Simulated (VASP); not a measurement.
Input of a VASP 6.6.1 run:

INCAR

```
SYSTEM = CsSnI3
  PREC = Accurate
  ENCUT = 520
  EDIFF = 1E-6
  ISMEAR = 0
  SIGMA = 0.03
  LREAL = .FALSE.
  LASPH = .TRUE.
  NELM = 60
  ALGO = Normal
  ISIF = 2
  LWAVE = .FALSE.
  LCHARG = .FALSE.
  GGA = PS
  NBANDS = 30
```

The input KPOINTS:

```
regular mesh
0
G
  6 6 6
  0 0 0
```

File POSCAR:

```
CsSnI3
1.0
    5.7092440000      0.0000000000      0.0000000000
    0.0000000000      5.7092440000      0.0000000000
    0.0000000000      0.0000000000      6.2057000000
Cs Sn I
1 1 3
Direct
    0.0000000000      0.0000000000      0.0000000000
    0.5000000000      0.5000000000      0.5000000000
    0.0000000000      0.5000000000      0.5000000000
    0.5000000000      0.0000000000      0.5000000000
    0.5000000000      0.5000000000      0.0000000000
```

Potentials or basis: VASP PAW PBE potentials, release 64 (Cs_sv, Sn_d, I).

The run is started by

```sh
$ cat potpaw_PBE.64/Cs_sv/POTCAR potpaw_PBE.64/Sn_d/POTCAR potpaw_PBE.64/I/POTCAR > POTCAR
$ mpirun -np 1 vasp_std > vasp.out
```

Question: What does it give for the band gap on the k mesh?

Answer: Zero (bands 22 and 23 overlap by 0.20 eV).

Question: What does it give for the pressure?

Answer: 3.6 GPa.

Stress tensor (GPa, compression positive):
```
5.19 0.00 0.00
0.00 5.19 0.00
0.00 0.00 0.42
```

Caveat: the cell differs from its parent crystal (strain -0.080 along x and y, +0.000 along z); the cell stands under pressure; semilocal functionals underestimate gaps, and a narrow one can read as zero; the PAW data sets were made with another functional, which shifts forces and pressure a little; spin-orbit coupling is left out, which moves the levels of the heavy elements.
